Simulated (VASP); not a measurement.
# F (C2/m) in VASP: further runs, part 2 of 2

VASP 6.6.1. Earlier steps stand in the parts before.

## (5) Single point, r2SCAN (uniaxial y strain -1.3%)

Contents of POSCAR:

```
F
1.0
    2.6008784203     -1.4718721507     -0.0066657971
    2.6008784203      1.4718721507     -0.0066657971
   -2.0794375002      0.0000000000      6.7794622840
F
4
Direct
    0.5053995766      0.5053995766      0.4025797552
    0.0852977317      0.0852977317      0.0971240918
    0.4946004234      0.4946004234      0.5974202448
    0.9147022683      0.9147022683      0.9028759082
```

Contents of INCAR.step1:

```
SYSTEM = F
ALGO = Normal
EDIFF = 1E-4
ENCUT = 520
GGA = PE
ISMEAR = 0
LASPH = .TRUE.
LCHARG = .FALSE.
LREAL = .FALSE.
LWAVE = .TRUE.
NBANDS = 22
NELM = 100
PREC = Accurate
SIGMA = 0.01
```

Contents of INCAR.step2:

```
SYSTEM = F
ALGO = Normal
EDIFF = 1E-6
ENCUT = 520
ISIF = 2
ISMEAR = 0
ISTART = 1
LASPH = .TRUE.
LCHARG = .FALSE.
LMIXTAU = .TRUE.
LREAL = .FALSE.
LWAVE = .FALSE.
METAGGA = R2SCAN
NBANDS = 22
NELM = 100
PREC = Accurate
SIGMA = 0.01
```

Contents of KPOINTS:

```
k-points
0
G
  10 10 4
  0 0 0
```

Potentials or basis: VASP PAW PBE potentials, release 64 (F).

Run with:

```console
$ cat potpaw_PBE.64/F/POTCAR > POTCAR
$ cp INCAR.step1 INCAR
$ mpirun -np 1 vasp_std > vasp.out
$ cp INCAR.step2 INCAR
$ mpirun -np 1 vasp_std > vasp.out
```

OUTCAR:

```text
SYSTEM = F
   EDIFF = 1E-6
   ENCUT = 520
   ISIF = 2
   ISMEAR = 0
   ISTART = 1
   LASPH = .TRUE.
   LREAL = .FALSE.
   METAGGA = R2SCAN
   NELM = 100
   PREC = Accurate

 ion  position               nearest neighbor table
   1  0.505  0.505  0.403-   3 1.40
   2  0.085  0.085  0.097-   4 1.40
   3  0.495  0.495  0.597-   1 1.40
   4  0.915  0.915  0.903-   2 1.40

  LATTYP: Found a base centered monoclinic cell.
 ALAT       =     5.2017739244
 B/A-ratio  =     0.5659116187
 C/A-ratio  =     1.3632279586
 COS(beta)  =    -0.2956910867

  Lattice vectors:

 A1 = (   2.6008784203,  -1.4718721507,  -0.0066657971)
 A2 = (   2.6008784203,   1.4718721507,  -0.0066657971)
 A3 = (  -2.0794375002,   0.0000000000,   6.7794622840)

Analysis of symmetry for initial positions (statically):
=====================================================================
 Subroutine PRICEL returns:
 Original cell was already a primitive cell.

[... 165 lines left out ...]

 Free energy of the ion-electron system (eV)
  ---------------------------------------------------
  ext. energy  EPLUGINS =         0.00000000
  ---------------------------------------------------
  free energy    TOTEN  =       -12.44220496 eV

  energy without entropy =      -12.44220496  energy(sigma->0) =      -12.44220496

 E-fermi :  -4.5811     XC(G=0):  -9.0088

 val. band max:       -4.6230449171   @ k =   0.5000   0.5000   0.0000
 cond. band min:      -1.2169208692   @ k =   0.0000   0.0000   0.0000
 fundamental gap:      3.4061240479
 Fermi energy:        -4.5811429590

 k-point     1 :       0.0000    0.0000    0.0000
  band No.  band energies     occupation
      1     -31.2476      2.00000
      2     -31.0610      2.00000
      3     -24.6500      2.00000
      4     -24.1289      2.00000
      5     -11.5977      2.00000
      6     -10.4034      2.00000
[... 589 lines left out ...]
     21      14.5865      0.00000
     22      16.0381      0.00000

 [... further k-points ...]
[... 5 lines left out ...]
  --------------------------------------------------------------------------------------
  -------------------------------------------------------------------------------------
  Total        0.2377022      0.1288983      1.3895707      0.0000000      0.0000000     -0.0002463
  in kB        7.3429405      3.9818419     42.9256993      0.0000000      0.0000000     -0.0076090
  external PRESSURE =      18.0834939 kB  Pullay stress =       0.0000000 kB

 VOLUME and BASIS-vectors are now :
 -----------------------------------------------------------------------------
  energy-cutoff  :      520.00
  volume of cell :       51.86
      direct lattice vectors                 reciprocal lattice vectors
     2.600878420 -1.471872151 -0.006665797     0.192393985 -0.339703418  0.059012242
     2.600878420  1.471872151 -0.006665797     0.192393985  0.339703418  0.059012242
    -2.079437500  0.000000000  6.779462284     0.000378337  0.000000000  0.147620369

 POSITION                                       TOTAL-FORCE (eV/Angst)
 -----------------------------------------------------------------------------------
      1.79183      0.00000      2.72254         0.179686      0.000000     -0.523888
      0.24173      0.00000      0.65731         0.186863      0.000000      0.511827
      1.33049      0.00000      4.04359        -0.179686      0.000000      0.523888
      2.88058      0.00000      6.10882        -0.186863      0.000000     -0.511827
 -----------------------------------------------------------------------------------
    total drift:                                0.000000      0.000000      0.000000

  FREE ENERGIE OF THE ION-ELECTRON SYSTEM (eV)
  ---------------------------------------------------
  free  energy   TOTEN  =       -12.4422049636 eV

  energy  without entropy=      -12.4422049636  energy(sigma->0) =      -12.44220496
```

Wall time 2.5 min (1 thread of Intel Xeon 6975P-C (Granite Rapids), shared host); peak memory 0.22 GiB.

Results:

| Item | Value |
| --- | --- |
| Free energy | -12.4422 eV |
| Pressure | 1.8 GPa |
| Largest force | 0.554 eV/Å |
| Band gap on the k mesh | 3.41 eV (least direct gap 3.46 eV) |

Forces in eV/Å, atoms in the order of the input:
```
F    0.180  0.000 -0.524
F    0.187  0.000  0.512
F   -0.180  0.000  0.524
F   -0.187  0.000 -0.512
```

Caveat: the cell differs from its parent crystal (uniaxial y strain -1.3%); the PAW data sets were made with another functional, which shifts forces and pressure a little. A k mesh can miss the band edges.

## (6) Single point, r2SCAN

POSCAR: that of step 5 with these lines changed.

```diff
@@ -2,4 +2,4 @@
 1.0
-    2.6008784203     -1.4718721507     -0.0066657971
-    2.6008784203      1.4718721507     -0.0066657971
+    2.6008784203     -1.4917119192     -0.0066657971
+    2.6008784203      1.4917119192     -0.0066657971
    -2.0794375002      0.0000000000      6.7794622840
```

Contents of INCAR.step1:

```
PREC = Accurate
ENCUT = 520
ISMEAR = 0
SIGMA = 0.01
LREAL = F
LASPH = T
NELM = 80
NBANDS = 22
GGA = PE
ALGO = Normal
EDIFF = 1E-4
LWAVE = T
LCHARG = F
```

Contents of INCAR.step2:

```
PREC = Accurate
ENCUT = 520
EDIFF = 1E-7
ISMEAR = 0
SIGMA = 0.01
LREAL = F
LASPH = T
NELM = 80
ALGO = Normal
ISIF = 2
LWAVE = F
LCHARG = F
METAGGA = R2SCAN
LMIXTAU = T
NBANDS = 22
ISTART = 1
```

Contents of KPOINTS:

```
Automatic mesh
0
Gamma
  10 10 4
```

Potentials or basis: VASP PAW PBE potentials, release 64 (F).

Run with:

```console
$ cat potpaw_PBE.64/F/POTCAR > POTCAR
$ cp INCAR.step1 INCAR
$ mpirun -np 1 vasp_std > vasp.out
$ cp INCAR.step2 INCAR
$ mpirun -np 1 vasp_std > vasp.out
```

Run time: 2.6 min. Hardware: 1 thread of Intel Xeon 6975P-C (Granite Rapids), shared host; peak memory 0.22 GiB.

Results (log left out):

```
Free energy            : -12.4463 eV
Pressure               : 1.6 GPa
Largest force          : 0.553 eV/Å
Band gap on the k mesh : 3.44 eV (least direct gap 3.50 eV)
```

Forces in eV/Å, atoms in the order of the input:
```
F    0.181  0.000 -0.523
F    0.188  0.000  0.514
F   -0.181  0.000  0.523
F   -0.188  0.000 -0.514
```

Stress tensor (GPa, compression positive):
```
0.63 0.00 0.02
0.00 0.11 0.00
0.02 0.00 4.20
```

Levels at points of the mesh, in eV from the valence-band top:
```
           k point  band 11  band 12  band 13  band 14  band 15  band 16  band 17  band 18
(0.00, 0.00, 0.00)    -0.42    -0.24    -0.19    -0.06     3.44     4.81    10.77    13.02
(0.50, 0.00, 0.00)    -0.84    -0.81    -0.42    -0.35     4.26     4.32    15.86    16.00
(0.50, 0.50, 0.00)    -0.78    -0.53    -0.40     0.00     4.14     4.27    15.65    16.41
(0.00, 0.00, 0.50)    -0.38    -0.32    -0.14    -0.11     4.09     4.15    11.64    11.67
(0.50, 0.00, 0.50)    -1.02    -0.63    -0.49    -0.18     3.99     4.53    16.04    16.18
(0.50, 0.50, 0.50)    -0.79    -0.70    -0.22    -0.17     4.23     4.27    15.67    15.95
```

Caveat: the PAW data sets were made with another functional, which shifts forces and pressure a little. A k mesh can miss the band edges.

## (7) The runs side by side

| level | cell | smearing | gap on the mesh (eV) | pressure (GPa) | largest force (eV/Å) |
| --- | --- | --- | --- | --- | --- |
| PBE | a = 2.998, b = 2.998, c = 7.091 Å, angles 104.9, 104.9, 59.7°, 4 atoms, atomic positions A | fermi-dirac 0.02 eV | 2.61 | 5.1 | 1.00 |
| r2SCAN | a = 2.924, b = 2.924, c = 6.916 Å, angles 104.9, 104.9, 59.7°, 4 atoms, atomic positions B | gaussian 0.01 eV | 3.33 | 2.9 | 0.55 |
| r2SCAN | a = 2.998, b = 2.998, c = 6.723 Å, angles 105.7, 105.7, 59.7°, 4 atoms, atomic positions C | gaussian 0.01 eV | 3.42 | 2.9 | 0.55 |
| r2SCAN | a = 2.988, b = 2.988, c = 7.091 Å, angles 104.9, 104.9, 59.0°, 4 atoms, atomic positions A | gaussian 0.01 eV | 3.41 | 1.8 | 0.55 |
| r2SCAN | a = 2.998, b = 2.998, c = 7.091 Å, angles 104.9, 104.9, 59.7°, 4 atoms, atomic positions A | gaussian 0.01 eV | 3.44 | 1.6 | 0.55 |

Alike in all rows: task single point; potentials or basis VASP PAW PBE potentials, release 64 (F); no spin polarisation; k mesh 10 × 10 × 4; cutoff (eV) 520.

Caveats: the PAW data sets were made with another functional, which shifts forces and pressure a little (at least some runs); the cell stands under pressure (at least some runs); this functional lacks dispersion, which holds the molecules together, so the pressure and a relaxed volume are unreliable (at least some runs).

Total energies depend on the potentials used, so only differences within one code and one set of settings carry meaning.
